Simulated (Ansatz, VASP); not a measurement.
One calculation of CdTe, two programs

```
Te Cd
1.0
     4.58866    0.00000    0.00000
    -2.29433    3.97389    0.00000
     0.00000    0.00000   15.93666
Te Cd
1 1
Direct
  0.00000 0.00000 0.47061
  0.33333 0.66667 0.52939
```

Alike in both runs: task single point; functional PBEsol; k mesh 6 × 6 × 1; occupations gaussian, width 0.05 eV; no spin polarisation.

|  | VASP | Ansatz |
| --- | --- | --- |
| version | VASP 6.6.1 | Ansatz 0.2.0 |
| potentials or method | VASP PAW PBE potentials, release 64 (Te, Cd), cutoff 520 eV | scalar-relativistic, plane waves, PAW |
| valence electrons in the cell | 18 | 36 |

Ansatz gave:

- gap on the k mesh at the Fermi level (eV): 1.44
- least direct gap on the mesh (eV): 1.44
- rms of the force components (eV/Å): 0.423

Question: Which values does VASP return?

Answer: gap on the k mesh at the Fermi level (eV): 1.43; least direct gap on the mesh (eV): 1.43; rms of the force components (eV/Å): 0.415.

VASP's potentials were made for PBE, not for PBEsol. Atom by atom the forces differ by 0.008 eV/Å (rms over components). VASP's potentials hold 18 valence electrons a cell and Ansatz's 36, so a difference there can come from the potentials and not from the codes.

Neither program's run includes spin-orbit coupling.
